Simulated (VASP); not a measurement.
Input of a VASP 6.6.1 run:

File INCAR:

```
SYSTEM = Si
ALGO = Normal
EDIFF = 1E-6
ENCUT = 520
GGA = PS
ISIF = 2
ISMEAR = 0
LASPH = .TRUE.
LCHARG = .TRUE.
LELF = .TRUE.
LREAL = .FALSE.
LVHAR = .TRUE.
LWAVE = .FALSE.
NBANDS = 26
NELM = 80
PREC = Accurate
SIGMA = 0.15
```

File KPOINTS:

```
k-points
0
G
  10 10 10
  0 0 0
```

The input POSCAR:

```
Si
1.0
   -3.3710436519      3.3710436519      3.2122674959
    3.3710436519     -3.3710436519      3.2122674959
    3.3710436519      3.3710436519     -3.2122674959
Si
8
Direct
    0.2047947401      0.2047947401      0.2047947401
    0.5000000000      0.0000000000      0.2952052599
    0.2952052599      0.5000000000      0.0000000000
    0.0000000000      0.2952052599      0.5000000000
    0.7952052599      0.7952052599      0.7952052599
    0.5000000000      0.0000000000      0.7047947401
    0.7047947401      0.5000000000      0.0000000000
    0.0000000000      0.7047947401      0.5000000000
```

Potentials or basis: VASP PAW PBE potentials, release 64 (Si).

The run is started by

```bash
$ cat potpaw_PBE.64/Si/POTCAR > POTCAR
$ mpirun -np 1 vasp_std > vasp.out
```

(1) Estimate the largest force.

(2) What does it give for the band gap on the k mesh?

(3) Predict the pressure.

Answers

(1) 0.304 eV/Å.

(2) zero (bands 16 and 17 overlap by 0.25 eV).

(3) -1.3 GPa.

Caveat: the stress differs along the axes, from -4 to 3 GPa; semilocal functionals underestimate gaps, and a narrow one can read as zero; the PAW data sets were made with another functional, which shifts forces and pressure a little.
